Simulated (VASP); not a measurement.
# Pt (Im-3m) in VASP: a series of runs, part 2 of 2

VASP 6.6.1. The steps go on from the part before.

## (4) Single point, PBE, collinear spin, ferromagnetic start (volume scaled by 0.96)

The input, INCAR:

```
PREC = Accurate ; ENCUT = 520
EDIFF = 1E-7 ; ISMEAR = -1
SIGMA = 0.05 ; LREAL = F
LASPH = T ; NELM = 150
ALGO = Normal ; ISIF = 2
LWAVE = F ; LCHARG = F
ISPIN = 2 ; MAGMOM = 1
LORBIT = 11 ; LMAXMIX = 4
GGA = PE ; NBANDS = 15
```

The input, KPOINTS:

```
regular mesh
0
Gamma
  16 16 16
```

The input, POSCAR:

```
Pt
1.0
   -1.5606668950      1.5606668950      1.5606668950
    1.5606668950     -1.5606668950      1.5606668950
    1.5606668950      1.5606668950     -1.5606668950
Pt
1
Direct
    0.0000000000      0.0000000000      0.0000000000
```

Potentials or basis: VASP PAW PBE potentials, release 64 (Pt).

Launch:

```console
$ cat potpaw_PBE.64/Pt/POTCAR > POTCAR
$ mpirun -np 1 vasp_std > vasp.out
```

OUTCAR:

```text
PREC = Accurate
   ENCUT = 520
   EDIFF = 1E-7
   ISMEAR = -1
   LREAL = F
   LASPH = T
   NELM = 150
   ISIF = 2
   ISPIN = 2
   LORBIT = 11
   GGA = PE

 ion  position               nearest neighbor table
   1  0.000  0.000  0.000-

  LATTYP: Found a body centered cubic cell.
 ALAT       =     3.1213337900

  Lattice vectors:

 A1 = (  -1.5606668950,   1.5606668950,   1.5606668950)
 A2 = (   1.5606668950,  -1.5606668950,   1.5606668950)
 A3 = (   1.5606668950,   1.5606668950,  -1.5606668950)

Analysis of symmetry for initial positions (statically):
=====================================================================
 Subroutine PRICEL returns:
 Original cell was already a primitive cell.

 Routine SETGRP: Setting up the symmetry group for a
 body centered cubic supercell.

 Subroutine GETGRP returns: Found 48 space group operations
 (whereof 48 operations were pure point group operations)
 out of a pool of 48 trial point group operations.

The static configuration has the point symmetry O_h .

Analysis of symmetry for dynamics (positions and initial velocities):
=====================================================================
 Subroutine PRICEL returns:
 Original cell was already a primitive cell.

[... 625 lines left out ...]
      9      27.9788      0.00000
     10      38.5014      0.00000
     11      38.5014      0.00000
     12      39.1605      0.00000
     13      39.1605      0.00000
     14      39.1605      0.00000
[... 403 lines left out ...]
      4       9.3468      1.00000
      5      10.2294      1.00000
      6      12.3024      0.00000
      7      21.4913      0.00000
      8      24.5585      0.00000
      9      27.6285      0.00000
     10      32.0552      0.00000
     11      36.3102      0.00000
     12      38.8905      0.00000
     13      41.5948      0.00000
     14      42.4041      0.00000
     15      44.1414      0.00000

 [... further k-points ...]
[... 5 lines left out ...]
  --------------------------------------------------------------------------------------
  -------------------------------------------------------------------------------------
  Total        0.9847121      0.9847121      0.9847121     -0.0000000     -0.0000000      0.0000000
  in kB      103.7598208    103.7598208    103.7598208     -0.0000000     -0.0000000      0.0000000
  external PRESSURE =     103.7598208 kB  Pullay stress =       0.0000000 kB

 VOLUME and BASIS-vectors are now :
 -----------------------------------------------------------------------------
  energy-cutoff  :      520.00
  volume of cell :       15.21
      direct lattice vectors                 reciprocal lattice vectors
    -1.560666895  1.560666895  1.560666895     0.000000000  0.320375861  0.320375861
     1.560666895 -1.560666895  1.560666895     0.320375861  0.000000000  0.320375861
     1.560666895  1.560666895 -1.560666895     0.320375861  0.320375861  0.000000000

 POSITION                                       TOTAL-FORCE (eV/Angst)
 -----------------------------------------------------------------------------------
      0.00000      0.00000      0.00000         0.000000      0.000000      0.000000
 -----------------------------------------------------------------------------------
    total drift:                                0.000000     -0.000000      0.000000

  FREE ENERGIE OF THE ION-ELECTRON SYSTEM (eV)
  ---------------------------------------------------
  free  energy   TOTEN  =        -5.9792062229 eV

  energy  without entropy=       -5.9675290404  energy(sigma->0) =       -5.97336763

 total charge

# of ion       s       p       d       tot
------------------------------------------
    1        0.641   0.581   8.073   9.295

 magnetization (x)

# of ion       s       p       d       tot
------------------------------------------
    1        0.000   0.000   0.000   0.000
```

OSZICAR:

```text
N       E                     dE             d eps       ncg     rms          rms(c)
DAV:   1     0.437734249807E+02    0.43773E+02   -0.47304E+03  8756   0.583E+02
DAV:   2    -0.545545219969E+01   -0.49229E+02   -0.47085E+02 11738   0.156E+02
DAV:   3    -0.623561531962E+01   -0.78016E+00   -0.77685E+00 11514   0.176E+01
DAV:   4    -0.623818098699E+01   -0.25657E-02   -0.25654E-02 10710   0.118E+00
DAV:   5    -0.623819633661E+01   -0.15350E-04   -0.15349E-04 11347   0.775E-02    0.127E+01
DAV:   6    -0.602068722775E+01    0.21751E+00   -0.58907E-01 12669   0.482E+00    0.676E+00
DAV:   7    -0.598213273038E+01    0.38554E-01   -0.13847E-01 12599   0.217E+00    0.317E+00
DAV:   8    -0.598058425828E+01    0.15485E-02   -0.25913E-03 10726   0.327E-01    0.153E+00
DAV:   9    -0.597904266059E+01    0.15416E-02   -0.18291E-03 11857   0.281E-01    0.126E-01
DAV:  10    -0.597920297965E+01   -0.16032E-03   -0.20782E-04 11395   0.788E-02    0.289E-02
DAV:  11    -0.597920542316E+01   -0.24435E-05   -0.51669E-06 11977   0.153E-02    0.104E-02
DAV:  12    -0.597920638784E+01   -0.96468E-06   -0.12233E-06 11356   0.646E-03    0.666E-03
DAV:  13    -0.597920618440E+01    0.20344E-06   -0.69415E-08 10061   0.184E-03    0.228E-03
DAV:  14    -0.597920622286E+01   -0.38463E-07   -0.17974E-08  8151   0.779E-04
   1 F= -.59792062E+01 E0= -.59733676E+01  d E =-.116772E-01  mag=    -0.0000
```

Run time: 24 s. Hardware: 1 thread of Intel Xeon 6975P-C (Granite Rapids), shared host; peak memory 0.17 GiB.

Results:

```
Free energy                                           : -5.9792 eV
Pressure                                              : 10.4 GPa
Band gap on the k mesh                                : zero (filled and empty bands overlap)
Net moment                                            : 0.00 μB per cell
Valence electrons inside the program's atomic spheres : Pt 9.29
```

Levels at points of the mesh, in eV from the Fermi level:
Spin up:
```csv
k point,band 3,band 4,band 5,band 6,band 7,band 8
"(0.00, 0.00, 0.00)",-3.72,-3.72,-1.10,-1.10,17.05,17.05
"(0.50, 0.00, 0.00)",-1.28,-0.75,0.11,1.10,6.60,13.24
"(0.50, 0.50, 0.50)",0.54,0.54,0.54,7.72,7.72,7.72
```
Spin down:
```
           k point  band 2  band 3  band 4  band 5  band 6  band 7  band 8  band 9
(0.00, 0.00, 0.00)   -3.72   -3.72   -3.72   -1.10   -1.10   17.05   17.05   17.05
(0.50, 0.00, 0.00)   -5.24   -1.28   -0.75    0.11    1.10    6.60   13.24   16.15
(0.50, 0.50, 0.50)   -6.49    0.54    0.54    0.54    7.72    7.72    7.72   13.32
```

Caveat: spin-orbit coupling is left out, which moves the levels of the heavy elements.

## (5) Summary

| cell | k mesh | gap on the mesh (eV) | pressure (GPa) | moment (μB) |
| --- | --- | --- | --- | --- |
| a = 2.740 Å, angles 109.5°, 1 atom | 14 × 14 × 14 | none | -0.5 | 0.00 |
| a = 2.665 Å, angles 109.5°, 1 atom | 16 × 16 × 16 | none | 24.3 | 0.00 |
| a = 2.703 Å, angles 109.5°, 1 atom | 16 × 16 × 16 | none | 10.4 | 0.00 |

Alike in all rows: task single point; level PBE; potentials or basis VASP PAW PBE potentials, release 64 (Pt); spin collinear, ferromagnetic start; cutoff (eV) 520; smearing fermi-dirac 0.05 eV.

Caveats: spin-orbit coupling is left out, which moves the levels of the heavy elements.

Absolute energies hang on the potentials; compare differences alone.
